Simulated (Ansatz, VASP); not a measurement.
# As in VASP and in Ansatz

```xyz
2
Lattice="2.7037 0.0000 0.0000 0.0000 2.7037 0.0000 0.0000 0.0000 5.4074" Properties=species:S:1:pos:R:3 pbc="T T T"
As    1.1288    1.3103    1.3138
As    1.5749    1.3934    4.0935
```

Alike in both runs: task single point; functional PBE-based screened hybrid; k mesh 5 × 5 × 3; occupations fermi-dirac, width 0.05 eV; no spin polarisation.

|  | VASP | Ansatz |
| --- | --- | --- |
| version | VASP 6.6.1 | Ansatz 0.2.0 |
| potentials or method | VASP PAW PBE potentials, release 64 (As) | Ansatz PAW |
| plane-wave cutoff (eV) | 520 | 420 |
| valence electrons in the cell | 10 | 30 |

VASP gave:

| Property | Result |
| --- | --- |
| gap on the k mesh at the Fermi level (eV) | none |
| pressure (GPa) | -3.1 |
| traceless stress, the component that is largest in VASP (GPa) | -7.09 |
| rms of the force components (eV/Å) | 0.194 |

Which values does Ansatz return?

gap on the k mesh at the Fermi level (eV): none; pressure (GPa): -2.5; traceless stress, the component that is largest in VASP (GPa): -7.21; rms of the force components (eV/Å): 0.183.

VASP's potentials were made for PBE, not for PBE-based screened hybrid. Atom by atom the forces differ by 0.010 eV/Å (rms over components). A gap of «none» marks a metal or a gap that the smearing closes. VASP's potentials hold 10 valence electrons a cell and Ansatz's 30, so a difference there can come from the potentials and not from the codes.

The k mesh is coarse, so the values compare programs but aren't converged.
